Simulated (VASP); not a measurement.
A run of VASP 6.6.1 is set up as follows.

POSCAR

```
SiC
1.0
    3.0755120100      0.0000000000      0.0000000000
   -1.5377560000      2.6634715300      0.0000000000
    0.0000000000      0.0000000000      5.0486206900
Si C
2 2
Direct
    0.3333333300      0.6666666700      0.0046022700
    0.6666666700      0.3333333300      0.5046022700
    0.3333333300      0.6666666700      0.3803977300
    0.6666666700      0.3333333300      0.8803977300
```

File INCAR.step1:

```
SYSTEM = SiC
PREC = Accurate
ENCUT = 520
ISMEAR = -1
SIGMA = 0.02
LREAL = .False.
LASPH = .True.
NELM = 100
GGA = PE
ALGO = Normal
EDIFF = 1E-4
LWAVE = .True.
LCHARG = .False.
```

Contents of INCAR.step2:

```
SYSTEM = SiC
PREC = Accurate
ENCUT = 520
EDIFF = 1E-6
ISMEAR = -1
SIGMA = 0.02
LREAL = .False.
LASPH = .True.
NELM = 100
ALGO = Normal
ISIF = 2
LWAVE = .False.
LCHARG = .False.
METAGGA = R2SCAN
LMIXTAU = .True.
IBRION = 2
NSW = 50
EDIFFG = -0.01
ISTART = 1
```

File KPOINTS:

```
regular mesh
0
Gamma
  12 12 6
  0 0 0
```

Potentials or basis: VASP PAW PBE potentials, release 64 (Si, C).

Run with:

```console
$ cat potpaw_PBE.64/Si/POTCAR potpaw_PBE.64/C/POTCAR > POTCAR
$ cp INCAR.step1 INCAR
$ mpirun -np 1 vasp_std > vasp.out
$ cp INCAR.step2 INCAR
$ mpirun -np 1 vasp_std > vasp.out
```

(1) Predict the band gap on the k mesh.

Answers

(1) 2.66 eV (least direct gap 4.48 eV).
